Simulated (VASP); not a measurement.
# Si2NiPt (P4mm) in VASP: further runs

Runs on Si2NiPt. Level: PBE. Tasks: relaxation of shape and atoms at fixed volume.

All numbers are computed with VASP 6.6.1; they aren't measurements. Logs are shortened: lines on timing, memory, paths and dates and some standing lists are left out, and cuts for length are marked.

## (1) The cell of the first run

Symmetry: P4mm, No. 99, tetragonal system. The conventional cell has a = 3.275 Å, b = 3.275 Å, c = 4.835 Å, α = 90.00°, β = 90.00°, γ = 90.00°. Within 3.2 Å of Si (site symmetry 4mm) lie 2 Pt at 2.40 to 2.44 Å and 4 Ni at 2.44 Å and 4 Si at 2.77 Å. Si (site symmetry 4mm) has 2 Ni at 2.29 to 2.54 Å and 4 Pt at 2.49 Å and 4 Si at 2.77 Å within 3.0 Å. Within 3.0 Å of Ni (site symmetry 4mm) lie 6 Si at 2.29 to 2.54 Å and 4 Pt at 2.83 Å. Pt (site symmetry 4mm) has 6 Si at 2.40 to 2.49 Å and 4 Ni at 2.83 Å within 3.2 Å.

## (2) Relaxation of shape and atoms at fixed volume, PBE (volume scaled by 0.97)

Input file INCAR:

```
SYSTEM = Si2NiPt
PREC = Accurate
ENCUT = 600
EDIFF = 1E-6
ISMEAR = 0
SIGMA = 0.1
LREAL = .False.
LASPH = .True.
NELM = 60
ALGO = Normal
ISIF = 4
LWAVE = .False.
LCHARG = .False.
GGA = PE
IBRION = 2
NSW = 50
EDIFFG = -0.01
```

Input file KPOINTS:

```
Automatic mesh
0
Gamma
  14 14 10
  0 0 0
```

Input file POSCAR:

```
Si2NiPt
1.0
    3.2750565472      0.0000000000      0.0000000000
    0.0000000000      3.2750565472      0.0000000000
    0.0000000000      0.0000000000      4.8353432779
Si Ni Pt
2 1 1
Direct
    0.5000000000      0.5000000000      0.8354241869
    0.0000000000      0.0000000000      0.1497439777
    0.0000000000      0.0000000000      0.6754371202
    0.5000000000      0.5000000000      0.3393947151
```

Potentials or basis: VASP PAW PBE potentials, release 64 (Si, Ni, Pt).

Started as:

```bash
cat potpaw_PBE.64/Si/POTCAR potpaw_PBE.64/Ni/POTCAR potpaw_PBE.64/Pt/POTCAR > POTCAR
mpirun -np 1 vasp_std > vasp.out
```

OUTCAR:

```text
SYSTEM = Si2NiPt
   PREC = Accurate
   ENCUT = 600
   EDIFF = 1E-6
   ISMEAR = 0
   LREAL = .False.
   LASPH = .True.
   NELM = 60
   ISIF = 4
   GGA = PE
   IBRION = 2
   NSW = 50
   EDIFFG = -0.01

 ion  position               nearest neighbor table
   1  0.500  0.500  0.835-   4 2.40   4 2.44   3 2.44   3 2.44   3 2.44   3 2.44   2 2.77   2 2.77
                             2 2.77   2 2.77
   2  0.000  0.000  0.150-   3 2.29   4 2.49   4 2.49   4 2.49   4 2.49   3 2.54   1 2.77   1 2.77
                             1 2.77   1 2.77
   3  0.000  0.000  0.675-   2 2.29   1 2.44   1 2.44   1 2.44   1 2.44   2 2.54   4 2.83   4 2.83
                             4 2.83   4 2.83
   4  0.500  0.500  0.339-   1 2.40   1 2.44   2 2.49   2 2.49   2 2.49   2 2.49   3 2.83   3 2.83
                             3 2.83   3 2.83

  LATTYP: Found a simple tetragonal cell.
 ALAT       =     3.2750565472
 C/A-ratio  =     1.4764152033

  Lattice vectors:

 A1 = (   3.2750565472,   0.0000000000,   0.0000000000)
 A2 = (   0.0000000000,   3.2750565472,   0.0000000000)
 A3 = (   0.0000000000,   0.0000000000,   4.8353432779)

Analysis of symmetry for initial positions (statically):
=====================================================================
 Subroutine PRICEL returns:
 Original cell was already a primitive cell.

 Routine SETGRP: Setting up the symmetry group for a
 simple tetragonal supercell.

 Subroutine GETGRP returns: Found  8 space group operations
 (whereof  8 operations were pure point group operations)
 out of a pool of 16 trial point group operations.

The static configuration has the point symmetry C_4v.

Analysis of symmetry for dynamics (positions and initial velocities):
=====================================================================
 Subroutine PRICEL returns:
 Original cell was already a primitive cell.

 Routine SETGRP: Setting up the symmetry group for a
 simple tetragonal supercell.

 Subroutine GETGRP returns: Found  8 space group operations
 (whereof  8 operations were pure point group operations)
 out of a pool of 16 trial point group operations.

The dynamic configuration has the point symmetry C_4v.

 Subroutine INISYM returns: Found  8 space group operations
 (whereof  8 operations are pure point group operations),
 and found     1 'primitive' translations

----------------------------------------------------------------------------------------

                                     Primitive cell

  volume of cell :      51.8639

  direct lattice vectors                    reciprocal lattice vectors
     3.275056547  0.000000000  0.000000000     0.305338239  0.000000000  0.000000000
     0.000000000  3.275056547  0.000000000     0.000000000  0.305338239  0.000000000
     0.000000000  0.000000000  4.835343278     0.000000000  0.000000000  0.206810549

  length of vectors
     3.275056547  3.275056547  4.835343278     0.305338239  0.305338239  0.206810549

  position of ions in fractional coordinates (direct lattice)
     0.500000000  0.500000000  0.835424187
     0.000000000  0.000000000  0.149743978
     0.000000000  0.000000000  0.675437120
     0.500000000  0.500000000  0.339394715

  ion indices of the primitive-cell ions
   primitive index   ion index
                 1           1
                 2           2
                 3           3
                 4           4

----------------------------------------------------------------------------------------

 KPOINTS: Automatic mesh

Automatic generation of k-mesh.
 Grid dimensions read from file:
 generate k-points for:   14   14   10

 Generating k-lattice:

  Cartesian coordinates                     Fractional coordinates (reciprocal lattice)
     0.021809874  0.000000000  0.000000000     0.071428571  0.000000000  0.000000000
     0.000000000  0.021809874  0.000000000     0.000000000  0.071428571  0.000000000
     0.000000000  0.000000000  0.020681055     0.000000000  0.000000000  0.100000000

  Length of vectors
     0.021809874  0.021809874  0.020681055

  Shift w.r.t. Gamma in fractional coordinates (k-lattice)
     0.000000000  0.000000000  0.000000000

 Subroutine IBZKPT returns following result:
 ===========================================

 Found    216 irreducible k-points:

 Following reciprocal coordinates:
            Coordinates               Weight
  0.000000  0.000000  0.000000      1.000000
  0.071429  0.000000  0.000000      4.000000
  0.142857  0.000000  0.000000      4.000000
  0.214286  0.000000  0.000000      4.000000
  0.285714  0.000000  0.000000      4.000000
  0.357143  0.000000  0.000000      4.000000
[... 16 lines left out ...]
  0.285714  0.214286  0.000000      8.000000
  0.357143  0.214286  0.000000      8.000000
 [... further k-points ...]
   k-points           NKPTS =    216   k-points in BZ     NKDIM =    216   number of bands    NBANDS=     18
   number of dos      NEDOS =    301   number of ions     NIONS =      4
   total plane-waves  NPLWV =  31360
   dimension x,y,z NGX =    28 NGY =   28 NGZ =   40
   dimension x,y,z NGXF=    56 NGYF=   56 NGZF=   80
   ions per type =               2   1   1
   NGX,Y,Z   is equivalent  to a cutoff of  14.21, 14.21, 13.75 a.u.
   NGXF,Y,Z  is equivalent  to a cutoff of  28.43, 28.43, 27.51 a.u.
 SYSTEM =  Si2NiPt
   PREC   = accura    normal or accurate (medium, high low for compatibility)
   ISTART =      0    job   : 0-new  1-cont  2-samecut
   ICHARG =      2    charge: 1-file 2-atom 10-const
   ISPIN  =      1    spin polarized calculation?
   LNONCOLLINEAR =      F non collinear calculations
   LSORBIT =      F    spin-orbit coupling
   LASPH  =      T    aspherical Exc in radial PAW
   ENCUT  =  600.0 eV  44.10 Ry    6.64 a.u.   6.54  6.54  9.66*2*pi/ulx,y,z
   NELM   =     60;   NELMIN=  2; NELMDL= -5     # of ELM steps
   EDIFF  = 0.1E-05   stopping-criterion for ELM
   LREAL  =      F    real-space projection
   EDIFFG = -.1E-01   stopping-criterion for IOM
   NSW    =     50    number of steps for IOM
   IBRION =      2    ionic relax: 0-MD 1-quasi-New 2-CG
   NFREE  =      1    steps in history (QN), initial steepest desc. (CG)
   ISIF   =      4    stress and relaxation
   ISYM   =      2    0-nonsym 1-usesym 2-fastsym
   POTIM  = 0.5000    time-step for ionic-motion
   TEBEG  =    0.0;   TEEND  =   0.0 temperature during run
   PSTRESS=    0.0 pullay stress
   NELECT =      28.0000    total number of electrons
   NUPDOWN=      -1.0000    fix difference up-down
   EMIN   =  10.00;   EMAX   =-10.00  energy-range for DOS
   EFERMI =   0.00;   METHOD = LEGACY
   ISMEAR =     0;   SIGMA  =   0.10  broadening in eV -4-tet -1-fermi 0-gaus
   EFERMI_NEDOS =   21; number of points for ismear=-14 and -15
   IALGO  =     38    algorithm
   IMIX   =      4    mixing-type and parameters
     AMIX     =   0.40;   BMIX     =  1.00
     AMIX_MAG =   1.60;   BMIX_MAG =  1.00
  volume/ion in A,a.u.               =      12.97        87.50
  Fermi-wavevector in a.u.,A,eV,Ry     =   1.333028  2.519057 24.177050  1.776963
  Thomas-Fermi vector in A             =   2.461918
   LORBIT       =      0    0 simple, 1 ext, 2 COOP (PROOUT), +10 PAW based schemes
   GGA     = PE    functional components
   LHFCALC =     F    Hartree Fock is set to
   AEXX    =    0.0000 exact exchange contribution
   IVDW    =     0    specifies the selected vdW correction
   LEPSILON=     F    determine dielectric tensor
   LRPA    =     F    only Hartree local field effects (RPA)
 conjugate gradient relaxation of ions
 non-spin polarized calculation
 Gauss-broadening in eV      SIGMA  =   0.10
  energy-cutoff  :      600.00
  volume of cell :       51.86
 maximum number of plane-waves:      1771
 NGX is ok and might be reduce to    28
   NGX = 13   NGY = 13   NGZ = 19

--------------------------------------- Ionic step        1  -------------------------------------------

 number of electron      27.9999996 magnetization

 Free energy of the ion-electron system (eV)
  ---------------------------------------------------
  ext. energy  EPLUGINS =         0.00000000
  ---------------------------------------------------
  free energy    TOTEN  =       -24.34642448 eV

  energy without entropy =      -24.34135841  energy(sigma->0) =      -24.34389145

------------------------ aborting loop because EDIFF is reached ----------------------------------------

  FORCE on cell =-STRESS in cart. coord.  units (eV):
  Direction    XX          YY          ZZ          XY          YZ          ZX
  --------------------------------------------------------------------------------------
  -------------------------------------------------------------------------------------
  Total        1.7658873      1.7658873      2.4306033      0.0000000      0.0000000      0.0000000
  in kB       54.5517437     54.5517437     75.0861362      0.0000000      0.0000000      0.0000000
  external PRESSURE =      61.3965412 kB  Pullay stress =       0.0000000 kB
[... 137 lines left out ...]
  energy  without entropy=      -24.3449005266  energy(sigma->0) =      -24.34739856

--------------------------------------- Ionic step        5  -------------------------------------------

 number of electron      27.9999995 magnetization

 Free energy of the ion-electron system (eV)
  ---------------------------------------------------
  ext. energy  EPLUGINS =         0.00000000
  ---------------------------------------------------
  free energy    TOTEN  =       -24.34991191 eV

  energy without entropy =      -24.34489430  energy(sigma->0) =      -24.34740310

 E-fermi :  11.7635     XC(G=0): -12.4625

 val. band max:       11.7472663100   @ k =   0.5000   0.4286   0.4000
 cond. band min:      11.7705178095   @ k =   0.4286   0.4286   0.5000
 fundamental gap:      0.0232514995
 Fermi energy:        11.7634820781

 k-point     1 :       0.0000    0.0000    0.0000
  band No.  band energies     occupation
      1      -2.1874      2.00000
      2       2.4521      2.00000
      3       5.0406      2.00000
      4       5.6507      2.00000
      5       6.8690      2.00000
      6       6.8690      2.00000
[... 10 lines left out ...]
     17      16.3253      0.00000
     18      16.8377      0.00000
[... 466 lines left out ...]
      2       2.7275      2.00000
      3       5.0600      2.00000
      4       5.4095      2.00000
      5       5.9870      2.00000
      6       6.3522      2.00000
[... 10 lines left out ...]
     17      13.7835      0.00000
     18      15.2393      0.00000

 [... further k-points ...]
[... 5 lines left out ...]
  --------------------------------------------------------------------------------------
  -------------------------------------------------------------------------------------
  Total        1.7961164      1.7961164      1.7885078      0.0000000      0.0000000      0.0000000
  in kB       55.4855807     55.4855807     55.2505363      0.0000000      0.0000000      0.0000000
  external PRESSURE =      55.4072326 kB  Pullay stress =       0.0000000 kB
[... 19 lines left out ...]
  FREE ENERGIE OF THE ION-ELECTRON SYSTEM (eV)
  ---------------------------------------------------
  free  energy   TOTEN  =       -24.3499119128 eV

  energy  without entropy=      -24.3448942963  energy(sigma->0) =      -24.34740310

 reached required accuracy - stopping structural energy minimisation
```

Wall time 10 min (1 thread of Oxide Virtual Turin-like, shared host); peak memory 0.38 GiB.

Results:

```
Free energy                  : -24.3499 eV
Energy gained by relaxing    : 0.9 meV/atom
Ionic steps                  : 5
Pressure after relaxing      : 5.5 GPa
Largest force after relaxing : 0.010 eV/Å
Band gap on the k mesh       : zero (band 14 reaches 13.61 eV, above the bottom of band 15 at 11.04 eV)
```

Forces in eV/Å, atoms in the order of the input:
```
Si   0.000  0.000  0.009
Si   0.000  0.000  0.000
Ni   0.000  0.000  0.000
Pt   0.000  0.000 -0.010
```

The path:
```tsv
step	energy change (eV)	largest force (eV/Å)	pressure (GPa)	volume (Å³)
1	0.0000	0.1224	6.14	51.86
2	-0.0031	0.0948	5.53	51.86
3	-0.0031	0.0947	5.50	51.86
4	-0.0035	0.0189	5.50	51.86
5	-0.0035	0.0096	5.54	51.86
```

Final structure:
```
Si Ni Pt
1.0
     3.26629    0.00000    0.00000
     0.00000    3.26629    0.00000
     0.00000    0.00000    4.86132
Si Ni Pt
2 1 1
Direct
  0.50000 0.50000 0.83688
  0.00000 0.00000 0.14739
  0.00000 0.00000 0.67448
  0.50000 0.50000 0.34125
```

Caveat: the cell differs from its parent crystal (volume scaled by 0.97); spin-orbit coupling is left out, which moves the levels of the heavy elements. Spin polarisation is off, so any magnetic state and its effect on volume and gap are missing.

## (3) Relaxation of shape and atoms at fixed volume, PBE (volume scaled by 1.06)

Input file INCAR:

```
PREC = Accurate
ENCUT = 600
EDIFF = 1E-6
ISMEAR = 0
SIGMA = 0.1
LREAL = False
LASPH = True
NELM = 80
ALGO = Normal
ISIF = 4
LWAVE = False
LCHARG = False
GGA = PE
IBRION = 2
NSW = 50
EDIFFG = -0.01
```

Input file KPOINTS:

```
Automatic mesh
0
Gamma
  14 14 10
```

Input file POSCAR:

```
Si2NiPt
1.0
    3.3810717022      0.0000000000      0.0000000000
    0.0000000000      3.3810717022      0.0000000000
    0.0000000000      0.0000000000      4.9578146516
Si Ni Pt
2 1 1
Direct
    0.5000000000      0.5000000000      0.8339305005
    0.0000000000      0.0000000000      0.1520294026
    0.0000000000      0.0000000000      0.6765639842
    0.5000000000      0.5000000000      0.3374761127
```

Potentials or basis: VASP PAW PBE potentials, release 64 (Si, Ni, Pt).

Started as:

```bash
cat potpaw_PBE.64/Si/POTCAR potpaw_PBE.64/Ni/POTCAR potpaw_PBE.64/Pt/POTCAR > POTCAR
mpirun -np 1 vasp_std > vasp.out
```

It took 11 min on 1 thread of Oxide Virtual Turin-like, shared host; peak memory 0.4 GiB.

The run converged. Its results:

```
Free energy                  : -24.2866 eV
Energy gained by relaxing    : 0.7 meV/atom
Ionic steps                  : 5
Pressure after relaxing      : -8.6 GPa
Largest force after relaxing : 0.008 eV/Å
Band gap on the k mesh       : zero (band 14 reaches 12.05 eV, above the bottom of band 15 at 9.62 eV)
```

Forces on the atoms (eV/Å):
```
Si   0.000  0.000 -0.008
Si   0.000  0.000  0.000
Ni   0.000  0.000  0.003
Pt   0.000  0.000  0.005
```

Step by step:
| step | energy change (eV) | largest force (eV/Å) | pressure (GPa) | volume (Å³) |
| --- | --- | --- | --- | --- |
| 1 | 0.0000 | 0.1153 | -8.94 | 56.68 |
| 2 | -0.0023 | 0.0732 | -8.57 | 56.68 |
| 3 | -0.0024 | 0.0688 | -8.50 | 56.68 |
| 4 | -0.0027 | 0.0226 | -8.47 | 56.68 |
| 5 | -0.0027 | 0.0080 | -8.64 | 56.68 |

Final structure:
```yaml
crystal:
  lattice:
    - [3.38947, 0.00000, 0.00000]
    - [0.00000, 3.38947, 0.00000]
    - [0.00000, 0.00000, 4.93327]
  atoms:
    - { symbol: Si, position: [0.50000, 0.50000, 0.83282] }
    - { symbol: Si, position: [0.00000, 0.00000, 0.15432] }
    - { symbol: Ni, position: [0.00000, 0.00000, 0.67729] }
    - { symbol: Pt, position: [0.50000, 0.50000, 0.33556] }
```

Levels at points of the mesh, in eV from the Fermi level:
```tsv
k point	band 10	band 11	band 12	band 13	band 14	band 15	band 16	band 17	band 18
(0.00, 0.00, 0.00)	-2.36	-2.36	-2.09	-2.05	-0.66	-0.66	2.10	4.56	4.56
(0.50, 0.00, 0.00)	-2.65	-2.46	-2.43	-2.30	-1.78	0.80	1.80	3.16	3.98
(0.50, 0.50, 0.00)	-2.88	-2.51	-2.15	-1.77	-1.72	0.71	1.66	1.66	2.14
(0.00, 0.00, 0.50)	-2.69	-2.69	-2.13	1.06	1.75	1.75	2.11	2.11	2.61
(0.50, 0.00, 0.50)	-2.54	-2.27	-2.07	-2.00	-1.68	3.57	3.95	4.47	4.51
(0.50, 0.50, 0.50)	-2.42	-2.42	-2.09	-1.80	-1.72	-0.11	-0.04	-0.04	1.49
```

Caveat: the cell differs from its parent crystal (volume scaled by 1.06); spin-orbit coupling is left out, which moves the levels of the heavy elements.
